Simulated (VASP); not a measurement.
# RbAl (Pmmn) in VASP: single point with PBE

Aim: the single point of RbAl with PBE.

All numbers are computed with VASP 6.6.1; they aren't measurements. Logs are shortened: lines on timing, memory, paths and dates and some standing lists are left out, and cuts for length are marked.

### Step 1. The cell of the first run

Symmetry: Pmmn, No. 59, orthorhombic system. Conventional cell: a = 6.905 Å, b = 10.156 Å, c = 5.889 Å, α = 90.00°, β = 90.00°, γ = 90.00°. Within 5.4 Å of Rb (site symmetry mm2) lie 6 Al at 4.13 to 5.29 Å. Within 5.4 Å of Al (site symmetry mm2) lie 6 Rb at 4.13 to 5.29 Å.

### Step 2. Single point, PBE

INCAR reads:

```
SYSTEM = RbAl
PREC = Accurate ; ENCUT = 520
EDIFF = 1E-6 ; ISMEAR = -1
SIGMA = 0.1 ; LREAL = .FALSE.
LASPH = .TRUE. ; NELM = 100
ALGO = Normal ; ISIF = 2
LWAVE = .FALSE. ; LCHARG = .TRUE.
GGA = PE ; LELF = .TRUE.
LVHAR = .TRUE. ; NBANDS = 20
```

KPOINTS reads:

```
Automatic mesh
0
G
  4 5 6
  0 0 0
```

POSCAR reads:

```
RbAl
1.0
   10.1555270000      0.0000000000      0.0000000000
    0.0000000000      6.9050350000      0.0000000000
    0.0000000000      0.0000000000      5.8890300000
Rb Al
2 2
Direct
    0.0000000000      0.5000000000      0.6830000000
    0.5000000000      0.0000000000      0.3170000000
    0.0000000000      0.0000000000      0.0680000000
    0.5000000000      0.5000000000      0.9320000000
```

Potentials or basis: VASP PAW PBE potentials, release 64 (Rb_sv, Al).

On the command line:

```bash
$ cat potpaw_PBE.64/Rb_sv/POTCAR potpaw_PBE.64/Al/POTCAR > POTCAR
$ mpirun -np 1 vasp_std > vasp.out
```

OUTCAR:

```text
SYSTEM = RbAl
   PREC = Accurate
   ENCUT = 520
   EDIFF = 1E-6
   ISMEAR = -1
   LREAL = .FALSE.
   LASPH = .TRUE.
   NELM = 100
   ISIF = 2
   GGA = PE

 ion  position               nearest neighbor table
   1  0.000  0.500  0.683-   3 4.13   3 4.13
   2  0.500  0.000  0.317-   4 4.13   4 4.13
   3  0.000  0.000  0.068-   1 4.13   1 4.13
   4  0.500  0.500  0.932-   2 4.13   2 4.13

  LATTYP: Found a simple orthorhombic cell.
 ALAT       =     5.8890300000
 B/A-ratio  =     1.1725250169
 C/A-ratio  =     1.7244821303

  Lattice vectors:

 A1 = (   0.0000000000,   0.0000000000,  -5.8890300000)
 A2 = (   0.0000000000,   6.9050350000,   0.0000000000)
 A3 = (  10.1555270000,   0.0000000000,   0.0000000000)

Analysis of symmetry for initial positions (statically):
=====================================================================
 Subroutine PRICEL returns:
 Original cell was already a primitive cell.

 Routine SETGRP: Setting up the symmetry group for a
 simple orthorhombic supercell.

 Subroutine GETGRP returns: Found  8 space group operations
 (whereof  4 operations were pure point group operations)
 out of a pool of  8 trial point group operations.

The static configuration has the point symmetry C_2v.
 The point group associated with its full space group is D_2h.

Analysis of symmetry for dynamics (positions and initial velocities):
=====================================================================
 Subroutine PRICEL returns:
 Original cell was already a primitive cell.

 Routine SETGRP: Setting up the symmetry group for a
 simple orthorhombic supercell.

 Subroutine GETGRP returns: Found  8 space group operations
 (whereof  4 operations were pure point group operations)
 out of a pool of  8 trial point group operations.

The dynamic configuration has the point symmetry C_2v.
 The point group associated with its full space group is D_2h.

 Subroutine INISYM returns: Found  8 space group operations
 (whereof  4 operations are pure point group operations),
 and found     1 'primitive' translations

----------------------------------------------------------------------------------------

                                     Primitive cell

  volume of cell :     412.9639

[... 81 lines left out ...]
   NGXF,Y,Z  is equivalent  to a cutoff of  26.19, 26.00, 27.10 a.u.
 SYSTEM =  RbAl
   PREC   = accura    normal or accurate (medium, high low for compatibility)
   ISTART =      0    job   : 0-new  1-cont  2-samecut
   ICHARG =      2    charge: 1-file 2-atom 10-const
   ISPIN  =      1    spin polarized calculation?
   LNONCOLLINEAR =      F non collinear calculations
   LSORBIT =      F    spin-orbit coupling
   LASPH  =      T    aspherical Exc in radial PAW
   ENCUT  =  520.0 eV  38.22 Ry    6.18 a.u.  18.88 12.84 10.95*2*pi/ulx,y,z
   NELM   =    100;   NELMIN=  2; NELMDL= -5     # of ELM steps
   EDIFF  = 0.1E-05   stopping-criterion for ELM
   LREAL  =      F    real-space projection
   EDIFFG = 0.1E-04   stopping-criterion for IOM
   NSW    =      0    number of steps for IOM
   IBRION =     -1    ionic relax: 0-MD 1-quasi-New 2-CG
   NFREE  =      0    steps in history (QN), initial steepest desc. (CG)
   ISIF   =      2    stress and relaxation
   ISYM   =      2    0-nonsym 1-usesym 2-fastsym
   POTIM  = 0.5000    time-step for ionic-motion
   TEBEG  =    0.0;   TEEND  =   0.0 temperature during run
   PSTRESS=    0.0 pullay stress
   NELECT =      24.0000    total number of electrons
   NUPDOWN=      -1.0000    fix difference up-down
   EMIN   =  10.00;   EMAX   =-10.00  energy-range for DOS
   EFERMI =   0.00;   METHOD = LEGACY
   ISMEAR =    -1;   SIGMA  =   0.10  broadening in eV -4-tet -1-fermi 0-gaus
   EFERMI_NEDOS =   21; number of points for ismear=-14 and -15
   IALGO  =     38    algorithm
   IMIX   =      4    mixing-type and parameters
     AMIX     =   0.40;   BMIX     =  1.00
     AMIX_MAG =   1.60;   BMIX_MAG =  1.00
  volume/ion in A,a.u.               =     103.24       696.70
  Fermi-wavevector in a.u.,A,eV,Ry     =   0.634125  1.198322  5.471092  0.402114
  Thomas-Fermi vector in A             =   1.698014
   LORBIT       =      0    0 simple, 1 ext, 2 COOP (PROOUT), +10 PAW based schemes
   GGA     = PE    functional components
   LHFCALC =     F    Hartree Fock is set to
   AEXX    =    0.0000 exact exchange contribution
   IVDW    =     0    specifies the selected vdW correction
   LEPSILON=     F    determine dielectric tensor
   LRPA    =     F    only Hartree local field effects (RPA)
 non-spin polarized calculation
  energy-cutoff  :      520.00
  volume of cell :      412.96
 maximum number of plane-waves:     11154
 NGX is ok and might be reduce to    80
   NGX = 37   NGY = 25   NGZ = 21

 number of electron      24.0000000 magnetization

 Free energy of the ion-electron system (eV)
  ---------------------------------------------------
  ext. energy  EPLUGINS =         0.00000000
  ---------------------------------------------------
  free energy    TOTEN  =        -4.54249248 eV

  energy without entropy =       -4.27669195  energy(sigma->0) =       -4.40959221

 E-fermi :  -0.9188     XC(G=0):  -4.8186

 val. band max:       -0.9323367551   @ k =   0.0000   0.2000   0.1667
 cond. band min:      -0.9048147711   @ k =   0.5000   0.0000   0.1667
 fundamental gap:      0.0275219840
 Fermi energy:        -0.9188253859

 k-point     1 :       0.0000    0.0000    0.0000
  band No.  band energies     occupation
      1     -29.5647      2.00000
      2     -29.5647      2.00000
      3     -13.6532      2.00000
      4     -13.6500      2.00000
      5     -13.6245      2.00000
      6     -13.6240      2.00000
[... 541 lines left out ...]
     19       2.1430      0.00000
     20       2.1439      0.00000

 [... further k-points ...]
[... 5 lines left out ...]
  --------------------------------------------------------------------------------------
  -------------------------------------------------------------------------------------
  Total       -2.5922705     -2.6629236     -2.8372466      0.0000000      0.0000000      0.0000000
  in kB      -10.0572394    -10.3313523    -11.0076737      0.0000000      0.0000000      0.0000000
  external PRESSURE =     -10.4654218 kB  Pullay stress =       0.0000000 kB

 VOLUME and BASIS-vectors are now :
 -----------------------------------------------------------------------------
  energy-cutoff  :      520.00
  volume of cell :      412.96
      direct lattice vectors                 reciprocal lattice vectors
    10.155527000  0.000000000  0.000000000     0.098468548  0.000000000  0.000000000
     0.000000000  6.905035000  0.000000000     0.000000000  0.144821858  0.000000000
     0.000000000  0.000000000  5.889030000     0.000000000  0.000000000  0.169807252

 POSITION                                       TOTAL-FORCE (eV/Angst)
 -----------------------------------------------------------------------------------
      0.00000      3.45252      4.02221         0.000000      0.000000     -0.032140
      5.07776      0.00000      1.86682         0.000000      0.000000      0.032140
      0.00000      0.00000      0.40045         0.000000      0.000000      0.045984
      5.07776      3.45252      5.48858         0.000000      0.000000     -0.045984
 -----------------------------------------------------------------------------------
    total drift:                                0.000000      0.000000      0.000000

  FREE ENERGIE OF THE ION-ELECTRON SYSTEM (eV)
  ---------------------------------------------------
  free  energy   TOTEN  =        -4.5424924780 eV

  energy  without entropy=       -4.2766919490  energy(sigma->0) =       -4.40959221
```

stdout:

```text
POSCAR found type information on POSCAR RbAl
 POSCAR found :  2 types and       4 ions
 scaLAPACK will be used
 LDA part: xc-table for (Slater+PW92), standard interpolation
 POSCAR, INCAR and KPOINTS ok, starting setup
 FFT: planning ... GRIDC
 FFT: planning ... GRID_SOFT
 FFT: planning ... GRID
 WAVECAR not read
 entering main loop
```

Run time: 5.8 min. Hardware: 1 thread of Intel Xeon 8259CL, shared host; peak memory 0.63 GiB.

Results:

| Property | Result |
| --- | --- |
| Free energy | -4.5425 eV |
| Pressure | -1.0 GPa |
| Largest force | 0.046 eV/Å |
| Band gap on the k mesh | zero (band 12 reaches -0.64 eV, above the bottom of band 13 at -0.96 eV) |

Forces in eV/Å, atoms in the order of the input:
```
Rb   0.000  0.000 -0.032
Rb   0.000  0.000  0.032
Al   0.000  0.000  0.046
Al   0.000  0.000 -0.046
```

Levels at points of the mesh, in eV from the Fermi level:
| k point | band 10 | band 11 | band 12 | band 13 | band 14 | band 15 |
| --- | --- | --- | --- | --- | --- | --- |
| (0.00, 0.00, 0.00) | -4.36 | -0.27 | 0.24 | 0.61 | 0.78 | 0.83 |
| (0.50, 0.00, 0.00) | -4.44 | 0.01 | 0.01 | 0.40 | 0.40 | 0.87 |
| (0.00, 0.00, 0.50) | -4.24 | -0.62 | -0.14 | 0.03 | 0.27 | 0.55 |
| (0.50, 0.00, 0.50) | -4.31 | -0.43 | -0.43 | 0.40 | 0.40 | 0.42 |
